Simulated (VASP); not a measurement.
# BiPd3 (I4/mmm) in VASP: single point with LDA

Aim: the single point of BiPd3 with LDA.

All numbers are computed with VASP 6.6.1; they aren't measurements. Logs are shortened: lines on timing, memory, paths and dates and some standing lists are left out, and cuts for length are marked.

## Step 1: The cell of the first run

It takes space group I4/mmm (No. 139, tetragonal). The conventional cell has a = 4.239 Å, b = 4.239 Å, c = 7.665 Å, α = 90.00°, β = 90.00°, γ = 90.00°. Within 3.8 Å of Bi (site symmetry 4/mmm) lie 12 Pd at 2.86 to 3.00 Å. Within 3.8 Å of Pd (site symmetry -4m2) lie 4 Bi at 2.86 Å and 8 Pd at 2.86 to 3.00 Å. Within 3.8 Å of Pd (site symmetry 4/mmm) lie 8 Pd at 2.86 Å and 4 Bi at 3.00 Å.

## Step 2: Single point, LDA

INCAR

```
PREC = Accurate ; ENCUT = 520
EDIFF = 1E-6 ; ISMEAR = -1
SIGMA = 0.1 ; LREAL = F
LASPH = T ; NELM = 60
ALGO = Normal ; ISIF = 2
LWAVE = F ; LCHARG = F
NBANDS = 30
```

KPOINTS

```
Automatic mesh
0
Gamma
  9 9 9
```

POSCAR

```
BiPd3
1.0
    0.0000000000      4.2388546200      0.0000000000
    4.2388546200      0.0000000000      0.0000000000
    2.1194268000      2.1194268000     -3.8324518800
Bi Pd
1 3
Direct
    0.0000000000      0.0000000000      0.0000000000
    0.7500000000      0.2500000000      0.5000000000
    0.2500000000      0.7500000000      0.5000000000
    0.5000000000      0.5000000000      0.0000000000
```

Potentials or basis: VASP PAW LDA potentials, release 64 (Bi_d, Pd).

The run is started by

```sh
$ cat potpaw_LDA.64/Bi_d/POTCAR potpaw_LDA.64/Pd/POTCAR > POTCAR
$ mpirun -np 1 vasp_std > vasp.out
```

OUTCAR:

```text
PREC = Accurate
   ENCUT = 520
   EDIFF = 1E-6
   ISMEAR = -1
   LREAL = F
   LASPH = T
   NELM = 60
   ISIF = 2

 ion  position               nearest neighbor table
   1  0.000  0.000  0.000-   2 2.86   3 2.86   2 2.86   3 2.86   2 2.86   3 2.86   2 2.86   3 2.86
                             4 3.00   4 3.00   4 3.00   4 3.00
   2  0.750  0.250  0.500-   1 2.86   4 2.86   1 2.86   4 2.86   4 2.86   1 2.86   4 2.86   1 2.86
                             3 3.00   3 3.00   3 3.00   3 3.00
   3  0.250  0.750  0.500-   1 2.86   4 2.86   1 2.86   4 2.86   1 2.86   4 2.86   1 2.86   4 2.86
                             2 3.00   2 3.00   2 3.00   2 3.00
   4  0.500  0.500  0.000-   2 2.86   3 2.86   2 2.86   3 2.86   3 2.86   2 2.86   3 2.86   2 2.86
                             1 3.00   1 3.00   1 3.00   1 3.00

  LATTYP: Found a body centered tetragonal cell.
 ALAT       =     4.2388546200
 C/A-ratio  =     1.8082487953

  Lattice vectors:

 A1 = (  -2.1194268000,   2.1194278200,   3.8324518800)
 A2 = (   2.1194278200,  -2.1194268000,   3.8324518800)
 A3 = (   2.1194268000,   2.1194268000,  -3.8324518800)

Analysis of symmetry for initial positions (statically):
=====================================================================
 Subroutine PRICEL returns:
 Original cell was already a primitive cell.

 Routine SETGRP: Setting up the symmetry group for a
 body centered tetragonal supercell.

 Subroutine GETGRP returns: Found 16 space group operations
 (whereof 16 operations were pure point group operations)
 out of a pool of 16 trial point group operations.

The static configuration has the point symmetry D_4h.

Analysis of symmetry for dynamics (positions and initial velocities):
=====================================================================
 Subroutine PRICEL returns:
 Original cell was already a primitive cell.

 Routine SETGRP: Setting up the symmetry group for a
 body centered tetragonal supercell.

 Subroutine GETGRP returns: Found 16 space group operations
 (whereof 16 operations were pure point group operations)
 out of a pool of 16 trial point group operations.

The dynamic configuration has the point symmetry D_4h.

 Subroutine INISYM returns: Found 16 space group operations
 (whereof 16 operations are pure point group operations),
 and found     1 'primitive' translations

----------------------------------------------------------------------------------------

                                     Primitive cell

  volume of cell :      68.8611

  direct lattice vectors                    reciprocal lattice vectors
     0.000000000  4.238854620  0.000000000     0.000000000  0.235912785  0.130464751
     4.238854620  0.000000000  0.000000000     0.235912785  0.000000000  0.130464751
     2.119426800  2.119426800 -3.832451880     0.000000000  0.000000000 -0.260929564

  length of vectors
     4.238854620  4.238854620  4.865349662     0.269584669  0.269584669  0.260929564

  position of ions in fractional coordinates (direct lattice)
     0.000000000  0.000000000  0.000000000
     0.750000000  0.250000000  0.500000000
     0.250000000  0.750000000  0.500000000
     0.500000000  0.500000000  0.000000000

  ion indices of the primitive-cell ions
   primitive index   ion index
                 1           1
                 2           2
                 3           3
                 4           4

----------------------------------------------------------------------------------------

 KPOINTS: Automatic mesh

Automatic generation of k-mesh.
 Grid dimensions read from file:
 generate k-points for:    9    9    9

 Generating k-lattice:

  Cartesian coordinates                     Fractional coordinates (reciprocal lattice)
     0.000000000  0.026212532  0.014496083     0.111111111  0.000000000 -0.000000000
     0.026212532  0.000000000  0.014496083     0.000000000  0.111111111 -0.000000000
     0.000000000  0.000000000 -0.028992174     0.000000000  0.000000000  0.111111111

  Length of vectors
     0.029953852  0.029953852  0.028992174

  Shift w.r.t. Gamma in fractional coordinates (k-lattice)
     0.000000000  0.000000000  0.000000000

 Subroutine IBZKPT returns following result:
 ===========================================

 Found     75 irreducible k-points:

 Following reciprocal coordinates:
            Coordinates               Weight
  0.000000  0.000000  0.000000      1.000000
  0.111111  0.000000 -0.000000      8.000000
  0.222222  0.000000  0.000000      8.000000
  0.333333  0.000000  0.000000      8.000000
  0.444444  0.000000  0.000000      8.000000
  0.111111  0.111111 -0.000000      8.000000
[... 16 lines left out ...]
 -0.333333  0.333333  0.000000      4.000000
  0.444444  0.444444  0.000000      8.000000
 [... further k-points ...]
   k-points           NKPTS =     75   k-points in BZ     NKDIM =     75   number of bands    NBANDS=     30
   number of dos      NEDOS =    301   number of ions     NIONS =      4
   total plane-waves  NPLWV =  36864
   dimension x,y,z NGX =    32 NGY =   32 NGZ =   36
   dimension x,y,z NGXF=    64 NGYF=   64 NGZF=   72
   ions per type =               1   3
   NGX,Y,Z   is equivalent  to a cutoff of  12.55, 12.55, 12.30 a.u.
   NGXF,Y,Z  is equivalent  to a cutoff of  25.10, 25.10, 24.60 a.u.
 SYSTEM =  unknown system
   PREC   = accura    normal or accurate (medium, high low for compatibility)
   ISTART =      0    job   : 0-new  1-cont  2-samecut
   ICHARG =      2    charge: 1-file 2-atom 10-const
   ISPIN  =      1    spin polarized calculation?
   LNONCOLLINEAR =      F non collinear calculations
   LSORBIT =      F    spin-orbit coupling
   LASPH  =      T    aspherical Exc in radial PAW
   ENCUT  =  520.0 eV  38.22 Ry    6.18 a.u.   7.88  7.88  9.05*2*pi/ulx,y,z
   NELM   =     60;   NELMIN=  2; NELMDL= -5     # of ELM steps
   EDIFF  = 0.1E-05   stopping-criterion for ELM
   LREAL  =      F    real-space projection
   EDIFFG = 0.1E-04   stopping-criterion for IOM
   NSW    =      0    number of steps for IOM
   IBRION =     -1    ionic relax: 0-MD 1-quasi-New 2-CG
   NFREE  =      0    steps in history (QN), initial steepest desc. (CG)
   ISIF   =      2    stress and relaxation
   ISYM   =      2    0-nonsym 1-usesym 2-fastsym
   POTIM  = 0.5000    time-step for ionic-motion
   TEBEG  =    0.0;   TEEND  =   0.0 temperature during run
   PSTRESS=    0.0 pullay stress
   NELECT =      45.0000    total number of electrons
   NUPDOWN=      -1.0000    fix difference up-down
   EMIN   =  10.00;   EMAX   =-10.00  energy-range for DOS
   EFERMI =   0.00;   METHOD = LEGACY
   ISMEAR =    -1;   SIGMA  =   0.10  broadening in eV -4-tet -1-fermi 0-gaus
   EFERMI_NEDOS =   21; number of points for ismear=-14 and -15
   IALGO  =     38    algorithm
   IMIX   =      4    mixing-type and parameters
     AMIX     =   0.40;   BMIX     =  1.00
     AMIX_MAG =   1.60;   BMIX_MAG =  1.00
  volume/ion in A,a.u.               =      17.22       116.17
  Fermi-wavevector in a.u.,A,eV,Ry     =   1.420652  2.684643 27.459992  2.018253
  Thomas-Fermi vector in A             =   2.541545
   LORBIT       =      0    0 simple, 1 ext, 2 COOP (PROOUT), +10 PAW based schemes
   GGA     = CA    functional components
   LHFCALC =     F    Hartree Fock is set to
   AEXX    =    0.0000 exact exchange contribution
   IVDW    =     0    specifies the selected vdW correction
   LEPSILON=     F    determine dielectric tensor
   LRPA    =     F    only Hartree local field effects (RPA)
 non-spin polarized calculation
  energy-cutoff  :      520.00
  volume of cell :       68.86
 maximum number of plane-waves:      1874
   NGX = 15   NGY = 15   NGZ = 19

 number of electron      45.0000001 magnetization

 Free energy of the ion-electron system (eV)
  ---------------------------------------------------
  ext. energy  EPLUGINS =         0.00000000
  ---------------------------------------------------
  free energy    TOTEN  =       -24.96295003 eV

  energy without entropy =      -24.88474703  energy(sigma->0) =      -24.92384853

 E-fermi :  10.0551     XC(G=0): -12.8640

 val. band max:       10.0489173157   @ k =  -0.4444   0.4444   0.1111
 cond. band min:      10.0584296283   @ k =  -0.3333  -0.3333   0.1111
 fundamental gap:      0.0095123126
 Fermi energy:        10.0551083534

 k-point     1 :       0.0000    0.0000    0.0000
  band No.  band energies     occupation
      1     -12.7811      2.00000
      2     -12.7759      2.00000
      3     -12.7759      2.00000
      4     -12.7609      2.00000
      5     -12.7541      2.00000
      6      -2.4151      2.00000
[... 22 lines left out ...]
     29      16.7827      0.00000
     30      17.3561      0.00000

 k-point     2 :       0.1111    0.0000   -0.0000
  band No.  band energies     occupation
      1     -12.7796      2.00000
      2     -12.7764      2.00000
      3     -12.7759      2.00000
      4     -12.7604      2.00000
      5     -12.7528      2.00000
      6      -2.3236      2.00000
[... 22 lines left out ...]
     29      17.0721      0.00000
     30      18.0916      0.00000

 k-point     3 :       0.2222    0.0000    0.0000
  band No.  band energies     occupation
      1     -12.7788      2.00000
      2     -12.7762      2.00000
      3     -12.7753      2.00000
      4     -12.7593      2.00000
      5     -12.7490      2.00000
      6      -2.0754      2.00000
[... 22 lines left out ...]
     29      17.1256      0.00000
     30      18.1801      0.00000

 k-point     4 :       0.3333    0.0000    0.0000
  band No.  band energies     occupation
      1     -12.7807      2.00000
      2     -12.7765      2.00000
      3     -12.7722      2.00000
      4     -12.7581      2.00000
      5     -12.7439      2.00000
      6      -1.7568      2.00000
[... 616 lines left out ...]
     29      19.5632      0.00000
     30      20.1134      0.00000

 k-point    23 :      -0.3333    0.3333    0.0000
  band No.  band energies     occupation
      1     -12.7849      2.00000
      2     -12.7746      2.00000
      3     -12.7648      2.00000
      4     -12.7580      2.00000
      5     -12.7408      2.00000
      6      -1.5271      2.00000
[... 22 lines left out ...]
     29      19.4762      0.00000
     30      19.9142      0.00000

 k-point    24 :       0.4444    0.4444    0.0000
  band No.  band energies     occupation
      1     -12.7873      2.00000
      2     -12.7751      2.00000
      3     -12.7691      2.00000
      4     -12.7518      2.00000
      5     -12.7380      2.00000
      6      -1.2911      2.00000
[... 22 lines left out ...]
     29      19.5575      0.00000
     30      19.7977      0.00000

 [... further k-points ...]
[... 5 lines left out ...]
  --------------------------------------------------------------------------------------
  -------------------------------------------------------------------------------------
  Total       -2.8614940     -2.8614940     -2.4136704     -0.0000000     -0.0000003     -0.0000003
  in kB      -66.5778358    -66.5778358    -56.1584079     -0.0000000     -0.0000075     -0.0000075
  external PRESSURE =     -63.1046932 kB  Pullay stress =       0.0000000 kB

 VOLUME and BASIS-vectors are now :
 -----------------------------------------------------------------------------
  energy-cutoff  :      520.00
  volume of cell :       68.86
      direct lattice vectors                 reciprocal lattice vectors
     0.000000000  4.238854620  0.000000000     0.000000000  0.235912785  0.130464751
     4.238854620  0.000000000  0.000000000     0.235912785  0.000000000  0.130464751
     2.119426800  2.119426800 -3.832451880     0.000000000  0.000000000 -0.260929564

 POSITION                                       TOTAL-FORCE (eV/Angst)
 -----------------------------------------------------------------------------------
      0.00000      0.00000      0.00000        -0.000000      0.000000     -0.000000
      2.11943      4.23885     -1.91623         0.000000     -0.000000      0.000000
      4.23885      2.11943     -1.91623        -0.000000      0.000000     -0.000000
      2.11943      2.11943      0.00000        -0.000000      0.000000     -0.000000
 -----------------------------------------------------------------------------------
    total drift:                               -0.000000     -0.000000      0.000000

  FREE ENERGIE OF THE ION-ELECTRON SYSTEM (eV)
  ---------------------------------------------------
  free  energy   TOTEN  =       -24.9629500322 eV

  energy  without entropy=      -24.8847470346  energy(sigma->0) =      -24.92384853
```

It took 2.8 min on 1 thread of Oxide Virtual Turin-like, shared host; peak memory 0.22 GiB.

What came out:

| Quantity | Value |
| --- | --- |
| Free energy | -24.9630 eV |
| Pressure | -6.3 GPa |

Levels at points of the mesh, in eV from the Fermi level:
| k point | band 20 | band 21 | band 22 | band 23 | band 24 | band 25 |
| --- | --- | --- | --- | --- | --- | --- |
| (0.00, 0.00, 0.00) | -1.31 | -0.67 | -0.23 | 0.35 | 2.69 | 2.69 |

Caveat: spin-orbit coupling is left out, which moves the levels of the heavy elements.
